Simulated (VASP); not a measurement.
Runs of VASP 6.6.1 on Ag. The structure is that of space group I4/mmm (No. 139), or close to it. The cells are those of the table. 

```csv
cell,gap on the mesh (eV),pressure (GPa)
"a = 2.732, b = 2.732, c = 2.564 Å, angles 62.0, 62.0, 56.0°, 1 atom",none,58.8
"a = 3.000, b = 3.000, c = 3.106 Å, angles 58.8, 58.8, 62.4°, 1 atom",none,(a)
"a = 3.056, b = 3.056, c = 3.214 Å, angles 58.3, 58.3, 63.5°, 1 atom",none,-9.2
"a = 3.085, b = 3.085, c = 3.268 Å, angles 58.0, 58.0, 64.0°, 1 atom",none,-10.0
"a = 2.681, b = 2.681, c = 2.456 Å, angles 62.7, 62.7, 54.5°, 1 atom",none,(b)
```

Alike in all rows: task single point; level PBE; potentials or basis VASP PAW PBE potentials, release 64 (Ag); no spin polarisation; k mesh 20 × 20 × 20; cutoff (eV) 520; smearing gaussian 0.15 eV.

Estimate the missing entries.

(a) -6.8; (b) 99.3.

A k mesh can miss the band edges, and the runs leave out spin-orbit coupling on Ag.

A gap of «none» marks levels without a gap at the run's occupations.
